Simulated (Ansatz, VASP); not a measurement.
## Sn: VASP beside Ansatz

INCAR

```
SYSTEM = Sn
ALGO = Normal
EDIFF = 1E-7
ENCUT = 520
GGA = PS
ISIF = 2
ISMEAR = -1
LASPH = .True.
LCHARG = .False.
LREAL = .False.
LWAVE = .False.
NBANDS = 13
NELM = 60
PREC = Accurate
SIGMA = 0.1
```

The input KPOINTS:

```
k-points
0
Gamma
  12 12 12
  0 0 0
```

POSCAR

```
Sn
1.0
   -1.6669550766      1.7142717804      2.2576443786
    1.6669550766     -1.7142717804      2.2576443786
    1.6669550766      1.7142717804     -2.2576443786
Sn
1
Direct
    0.0000000000      0.0000000000      0.0000000000
```

Input for Ansatz:

```yaml
crystal:
  lattice:
    - [-1.6669550766076193, 1.714271780368372, 2.2576443785774973]
    - [1.6669550766076193, -1.714271780368372, 2.2576443785774973]
    - [1.6669550766076193, 1.714271780368372, -2.2576443785774973]
  atoms:
    - { symbol: Sn, position: [0.0, 0.0, 0.0] }
basis:
  ecutwfc: 500.0
kpoints:
  mp_grid:
    grid: [12, 12, 12]
hamiltonian:
  xc: pbesol
scf:
  occupations:
    method: fermi_dirac
output:
  stress: true
```

Alike in both runs: task single point; functional PBEsol; k mesh 12 × 12 × 12; no spin polarisation.

```csv
,VASP,Ansatz
version,VASP 6.6.1,Ansatz 0.2.0
potentials or method,"VASP PAW PBE potentials, release 64 (Sn_d), cutoff 520 eV","plane waves, PAW"
occupations,"fermi-dirac, width 0.1 eV",fermi-dirac
valence electrons in the cell,14,14
```

```tsv
	VASP	Ansatz	Ansatz less VASP
pressure (GPa)	1.4	1.4	+0.06
traceless stress, the component that is largest in VASP (GPa)	0.56	0.56	-0.002
```

VASP's potentials were made for PBE, not for PBEsol.
